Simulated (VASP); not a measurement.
# BN: vibrations by perturbation theory with PBEsol

Crystal: BN.

```
CELL_PARAMETERS angstrom
1.24215 0.71716 2.81467
-1.24215 0.71716 2.81467
0.00000 -1.43431 2.81467
ATOMIC_POSITIONS crystal
B 0.00056 0.00056 0.00056
N 0.33187 0.33187 0.33187
```

```yaml
Program: VASP 6.6.1
Task: vibrations by perturbation theory
Functional: PBEsol
Potentials_or_basis: VASP PAW PBE potentials, release 64 (B, N)
Cutoff: 520 eV
k_mesh: 12 × 12 × 12
Occupations: gaussian, width 0.01 eV
Spin: no spin polarisation
Dipole_correction: no
Further_INCAR_settings: ALGO = Normal; EDIFF = 1e-08; NBANDS = 11; IBRION = 8; NSW = 1
```

```
Electronic dielectric tensor (diagonal)                 : 5.40, 5.40, 3.63
Born charges (mean of the diagonal)                     : B +2.14; N -2.14 e
Highest phonon frequency at Γ, LO-TO splitting left out : 1406 cm⁻¹
```

Phonon frequencies in cm⁻¹ (negative: imaginary):
```
              q point          frequencies
(0.000, 0.000, 0.000)  0 0 0 686 1406 1406
```

Electronic dielectric tensor:
```
5.40 0.00 0.00
0.00 5.40 0.00
0.00 0.00 3.63
```

Born effective charge tensors (e):
atom 1, B
```
2.67 0.00 0.00
0.00 2.67 0.00
0.00 0.00 1.09
```
atom 2, N
```
-2.67  0.00  0.00
 0.00 -2.67  0.00
 0.00  0.00 -1.09
```

Wall time 14 min on 1 thread of Intel Xeon 8259CL (shared host), peak memory 0.47 GiB.

Caveat: the cell stands under pressure or tension, which shifts response properties.
